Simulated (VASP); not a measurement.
# Ir in VASP: further runs

Runs on Ir. Level: PBE. Tasks: relaxation of the atoms, single point.

Everything below comes from runs of VASP 6.6.1. Logs are shortened: lines on timing, memory, paths and dates and some standing lists are left out, and cuts for length are marked.

## Step 1: The cell of the first run

The cell holds a slab with vacuum, 5 atoms: a = 2.737 Å, b = 2.737 Å, c = 23.939 Å, α = 90.00°, β = 90.00°, γ = 120.00°.

## Step 2: Relaxation of the atoms, PBE

File INCAR:

```
ALGO     = Normal         # electronic algorithm
DIPOL    = 0.5 0.5 0.500
EDIFF    = 1E-7           # SCF threshold, eV
EDIFFG   = -0.02          # ionic threshold
ENCUT    = 520            # plane-wave cutoff, eV
GGA      = PE             # functional
IBRION   = 2              # ionic algorithm
IDIPOL   = 3            
ISIF     = 2              # what is computed and relaxed
ISMEAR   = 0              # smearing method
LASPH    = T              # aspherical terms in the spheres
LCHARG   = F              # write CHGCAR
LDIPOL   = T            
LREAL    = F              # projectors in reciprocal space
LWAVE    = F              # write WAVECAR
NELM     = 80             # most SCF steps
NSW      = 80             # ionic steps
PREC     = Accurate       # precision mode
SIGMA    = 0.1            # smearing width, eV
```

File KPOINTS:

```
k-points
0
Gamma
  15 15 1
```

File POSCAR:

```
Ir
1.0
    2.7369678024      0.0000000000      0.0000000000
   -1.3684839012      2.3702836462      0.0000000000
    0.0000000000      0.0000000000     23.9388994111
Ir
5
Direct
    0.6666666667      0.3333333333      0.3132976112
    0.3333333333      0.6666666667      0.4066488056
    0.0000000000      0.0000000000      0.5000000000
    0.6666666667      0.3333333333      0.5933511944
    0.3333333333      0.6666666667      0.6867023888
```

Potentials or basis: VASP PAW PBE potentials, release 64 (Ir).

Run with:

```console
$ cat potpaw_PBE.64/Ir/POTCAR > POTCAR
$ mpirun -np 1 vasp_std > vasp.out
```

OUTCAR:

```text
EDIFF = 1E-7
   EDIFFG = -0.02
   ENCUT = 520
   GGA = PE
   IBRION = 2
   ISIF = 2
   ISMEAR = 0
   LASPH = T
   LREAL = F
   NELM = 80
   NSW = 80
   PREC = Accurate

 ion  position               nearest neighbor table
   1  0.667  0.333  0.313-   2 2.74   2 2.74   2 2.74
   2  0.333  0.667  0.407-   1 2.74   3 2.74   1 2.74   3 2.74   3 2.74   1 2.74
   3  0.000  0.000  0.500-   2 2.74   4 2.74   2 2.74   4 2.74   4 2.74   2 2.74
   4  0.667  0.333  0.593-   5 2.74   3 2.74   5 2.74   3 2.74   3 2.74   5 2.74
   5  0.333  0.667  0.687-   4 2.74   4 2.74   4 2.74

  LATTYP: Found a hexagonal cell.
 ALAT       =     2.7369678024
 C/A-ratio  =     8.7465038464

  Lattice vectors:

 A1 = (   2.7369678024,   0.0000000000,   0.0000000000)
 A2 = (  -1.3684839012,   2.3702836462,   0.0000000000)
 A3 = (   0.0000000000,   0.0000000000,  23.9388994111)

Analysis of symmetry for initial positions (statically):
=====================================================================
 Subroutine PRICEL returns:
 Original cell was already a primitive cell.

 Routine SETGRP: Setting up the symmetry group for a
 hexagonal supercell.

 Subroutine GETGRP returns: Found 12 space group operations
 (whereof 12 operations were pure point group operations)
 out of a pool of 24 trial point group operations.

The static configuration has the point symmetry D_3d.

Analysis of symmetry for dynamics (positions and initial velocities):
=====================================================================
 Subroutine PRICEL returns:
 Original cell was already a primitive cell.

 Routine SETGRP: Setting up the symmetry group for a
 hexagonal supercell.

 Subroutine GETGRP returns: Found 12 space group operations
 (whereof 12 operations were pure point group operations)
 out of a pool of 24 trial point group operations.

The dynamic configuration has the point symmetry D_3d.

 Subroutine INISYM returns: Found 12 space group operations
 (whereof 12 operations are pure point group operations),
 and found     1 'primitive' translations

----------------------------------------------------------------------------------------

                                     Primitive cell

  volume of cell :     155.3010

  direct lattice vectors                    reciprocal lattice vectors
     2.736967802  0.000000000  0.000000000     0.365367835  0.210945218  0.000000000
    -1.368483901  2.370283646  0.000000000     0.000000000  0.421890436  0.000000000
     0.000000000  0.000000000 23.938899411     0.000000000  0.000000000  0.041773015

  length of vectors
     2.736967802  2.736967802 23.938899411     0.421890436  0.421890436  0.041773015

  position of ions in fractional coordinates (direct lattice)
     0.666666667  0.333333333  0.313297611
     0.333333333  0.666666667  0.406648806
     0.000000000  0.000000000  0.500000000
     0.666666667  0.333333333  0.593351194
     0.333333333  0.666666667  0.686702389

  ion indices of the primitive-cell ions
   primitive index   ion index
                 1           1
                 2           2
                 3           3
                 4           4
                 5           5

----------------------------------------------------------------------------------------

 KPOINTS: k-points

Automatic generation of k-mesh.
 Grid dimensions read from file:
 generate k-points for:   15   15    1

 Generating k-lattice:

  Cartesian coordinates                     Fractional coordinates (reciprocal lattice)
     0.024357856  0.014063015  0.000000000     0.066666667  0.000000000  0.000000000
     0.000000000  0.028126029  0.000000000     0.000000000  0.066666667  0.000000000
     0.000000000  0.000000000  0.041773015     0.000000000  0.000000000  1.000000000

  Length of vectors
     0.028126029  0.028126029  0.041773015

  Shift w.r.t. Gamma in fractional coordinates (k-lattice)
     0.000000000  0.000000000  0.000000000

 Subroutine IBZKPT returns following result:
 ===========================================

 Found     27 irreducible k-points:

 Following reciprocal coordinates:
            Coordinates               Weight
  0.000000  0.000000  0.000000      1.000000
  0.066667  0.000000  0.000000      6.000000
  0.133333  0.000000  0.000000      6.000000
  0.200000  0.000000  0.000000      6.000000
  0.266667  0.000000  0.000000      6.000000
  0.333333  0.000000  0.000000      6.000000
[... 16 lines left out ...]
  0.333333  0.200000  0.000000     12.000000
  0.400000  0.200000  0.000000      6.000000
 [... further k-points ...]
   k-points           NKPTS =     27   k-points in BZ     NKDIM =     27   number of bands    NBANDS=     27
   number of dos      NEDOS =    301   number of ions     NIONS =      5
   total plane-waves  NPLWV =  72000
   dimension x,y,z NGX =    20 NGY =   20 NGZ =  180
   dimension x,y,z NGXF=    40 NGYF=   40 NGZF=  360
   ions per type =               5
   NGX,Y,Z   is equivalent  to a cutoff of  12.15, 12.15, 12.50 a.u.
   NGXF,Y,Z  is equivalent  to a cutoff of  24.30, 24.30, 25.00 a.u.
 SYSTEM =  unknown system
   PREC   = accura    normal or accurate (medium, high low for compatibility)
   ISTART =      0    job   : 0-new  1-cont  2-samecut
   ICHARG =      2    charge: 1-file 2-atom 10-const
   ISPIN  =      1    spin polarized calculation?
   LNONCOLLINEAR =      F non collinear calculations
   LSORBIT =      F    spin-orbit coupling
   LASPH  =      T    aspherical Exc in radial PAW
   ENCUT  =  520.0 eV  38.22 Ry    6.18 a.u.   5.09  5.09 44.51*2*pi/ulx,y,z
   NELM   =     80;   NELMIN=  2; NELMDL= -5     # of ELM steps
   EDIFF  = 0.1E-06   stopping-criterion for ELM
   LREAL  =      F    real-space projection
   EDIFFG = -.2E-01   stopping-criterion for IOM
   NSW    =     80    number of steps for IOM
   IBRION =      2    ionic relax: 0-MD 1-quasi-New 2-CG
   NFREE  =      1    steps in history (QN), initial steepest desc. (CG)
   ISIF   =      2    stress and relaxation
   ISYM   =      2    0-nonsym 1-usesym 2-fastsym
   POTIM  = 0.5000    time-step for ionic-motion
   TEBEG  =    0.0;   TEEND  =   0.0 temperature during run
   PSTRESS=    0.0 pullay stress
   NELECT =      45.0000    total number of electrons
   NUPDOWN=      -1.0000    fix difference up-down
   EMIN   =  10.00;   EMAX   =-10.00  energy-range for DOS
   EFERMI =   0.00;   METHOD = LEGACY
   ISMEAR =     0;   SIGMA  =   0.10  broadening in eV -4-tet -1-fermi 0-gaus
   EFERMI_NEDOS =   21; number of points for ismear=-14 and -15
   IALGO  =     38    algorithm
   IMIX   =      4    mixing-type and parameters
     AMIX     =   0.40;   BMIX     =  1.00
     AMIX_MAG =   1.60;   BMIX_MAG =  1.00
  volume/ion in A,a.u.               =      31.06       209.60
  Fermi-wavevector in a.u.,A,eV,Ry     =   1.083314  2.047166 15.967373  1.173569
  Thomas-Fermi vector in A             =   2.219377
   LORBIT       =      0    0 simple, 1 ext, 2 COOP (PROOUT), +10 PAW based schemes
   GGA     = PE    functional components
   LHFCALC =     F    Hartree Fock is set to
   AEXX    =    0.0000 exact exchange contribution
   IVDW    =     0    specifies the selected vdW correction
   LEPSILON=     F    determine dielectric tensor
   LRPA    =     F    only Hartree local field effects (RPA)
 conjugate gradient relaxation of ions
 non-spin polarized calculation
 Gauss-broadening in eV      SIGMA  =   0.10
  energy-cutoff  :      520.00
  volume of cell :      155.30
 maximum number of plane-waves:      4221
   NGX = 11   NGY = 11   NGZ = 89

--------------------------------------- Ionic step        1  -------------------------------------------

 number of electron      45.0000001 magnetization

 Free energy of the ion-electron system (eV)
  ---------------------------------------------------
  ext. energy  EPLUGINS =         0.00000000
  ---------------------------------------------------
  free energy    TOTEN  =       -42.40538151 eV

  energy without entropy =      -42.37819616  energy(sigma->0) =      -42.39178884

------------------------ aborting loop because EDIFF is reached ----------------------------------------

  FORCE on cell =-STRESS in cart. coord.  units (eV):
  Direction    XX          YY          ZZ          XY          YZ          ZX
  --------------------------------------------------------------------------------------
  -------------------------------------------------------------------------------------
  Total       -4.3901208     -4.3901208     -2.5496370      0.0000000      0.0000000     -0.0000000
  in kB      -45.2910996    -45.2910996    -26.3035733      0.0000000      0.0000000     -0.0000000
  external PRESSURE =     -38.9619242 kB  Pullay stress =       0.0000000 kB
[... 143 lines left out ...]
--------------------------------------- Ionic step        5  -------------------------------------------

 number of electron      44.9999999 magnetization

 dipolmoment           0.000000      0.000000      0.000000 electrons x Angstroem

------------------------ aborting loop because EDIFF is reached ----------------------------------------

  FORCE on cell =-STRESS in cart. coord.  units (eV):
  Direction    XX          YY          ZZ          XY          YZ          ZX
  --------------------------------------------------------------------------------------
  -------------------------------------------------------------------------------------
  Total       -3.6586289     -3.6586289     -0.3766349      0.0000000      0.0000000      0.0000000
  in kB      -37.7445936    -37.7445936     -3.8855897      0.0000000      0.0000000      0.0000000
  external PRESSURE =     -26.4582589 kB  Pullay stress =       0.0000000 kB
[... 26 lines left out ...]
--------------------------------------- Ionic step        6  -------------------------------------------

 number of electron      44.9999999 magnetization

 dipolmoment           0.000000      0.000000     -0.000000 electrons x Angstroem

 Free energy of the ion-electron system (eV)
  ---------------------------------------------------
  ext. energy  EPLUGINS =         0.00000000
  ---------------------------------------------------
  free energy    TOTEN  =       -42.42743877 eV

  energy without entropy =      -42.40415631  energy(sigma->0) =      -42.41579754

 E-fermi :   1.6747     XC(G=0):  -7.2469

 val. band max:        1.6145048380   @ k =   0.2667   0.0667   0.0000
 cond. band min:       1.6774694015   @ k =   0.2667   0.0000   0.0000
 fundamental gap:      0.0629645635
 Fermi energy:         1.6746776968

 k-point     1 :       0.0000    0.0000    0.0000
  band No.  band energies     occupation
      1      -8.8191      2.00000
      2      -7.8187      2.00000
      3      -6.5613      2.00000
      4      -5.9700      2.00000
      5      -5.9060      2.00000
      6      -2.3072      2.00000
[... 709 lines left out ...]
     26       5.9498      0.00000
     27       6.2527      0.00000

 [... further k-points ...]

------------------------ aborting loop because EDIFF is reached ----------------------------------------

 vacuum level on the upper side and lower side of the slab       (xc-potential included)        -0.080        -0.080

  FORCE on cell =-STRESS in cart. coord.  units (eV):
  Direction    XX          YY          ZZ          XY          YZ          ZX
  --------------------------------------------------------------------------------------
  -------------------------------------------------------------------------------------
  Total       -3.5642695     -3.5642695     -0.0154187      0.0000000      0.0000000     -0.0000000
  in kB      -36.7711262    -36.7711262     -0.1590686      0.0000000      0.0000000     -0.0000000
  external PRESSURE =     -24.5671070 kB  Pullay stress =       0.0000000 kB
[... 20 lines left out ...]
  FREE ENERGIE OF THE ION-ELECTRON SYSTEM (eV)
  ---------------------------------------------------
  free  energy   TOTEN  =       -42.4274387737 eV

  energy  without entropy=      -42.4041563133  energy(sigma->0) =      -42.41579754

 reached required accuracy - stopping structural energy minimisation

 vacuum level on the upper side and lower side of the slab         7.129         7.129
```

Wall time 8.1 min (1 thread of Intel Xeon Platinum 8488C (Sapphire Rapids), shared host); peak memory 0.3 GiB.

Results:

* Free energy: -42.4274 eV
* Energy gained by relaxing: 4.4 meV/atom
* Ionic steps: 6
* Largest force after relaxing: 0.008 eV/Å

Forces in eV/Å, atoms in the order of the input:
```
Ir   0.000  0.000 -0.007
Ir   0.000  0.000  0.008
Ir   0.000  0.000  0.000
Ir   0.000  0.000 -0.008
Ir   0.000  0.000  0.007
```

Step by step:
```
step  energy change (eV)  largest force (eV/Å)  pressure (GPa)
   1              0.0000                0.4515           -3.90
   2             -0.0163                0.1245           -3.29
   3             -0.0163                0.1355           -3.28
   4             -0.0188                0.1052           -3.08
   5             -0.0218                0.0383           -2.65
   6             -0.0221                0.0079           -2.46
```

Final structure:
```
Ir
1.0
     2.73697    0.00000    0.00000
    -1.36848    2.37028    0.00000
     0.00000    0.00000   23.93890
Ir
5
Direct
  0.66667 0.33333 0.31540
  0.33333 0.66667 0.40680
  0.00000 0.00000 0.50000
  0.66667 0.33333 0.59320
  0.33333 0.66667 0.68460
```

Levels at points of the mesh, in eV from the Fermi level:
```csv
k point,band 19,band 20,band 21,band 22,band 23,band 24,band 25,band 26
"(0.00, 0.00, 0.00)",-2.55,-1.16,-1.16,-1.08,-1.08,-0.52,-0.52,-0.38
```

Caveat: the highest band is partly filled, so the run has too few bands; spin-orbit coupling is left out, which moves the levels of the heavy elements.

(Part 1 of 2 ends here.)
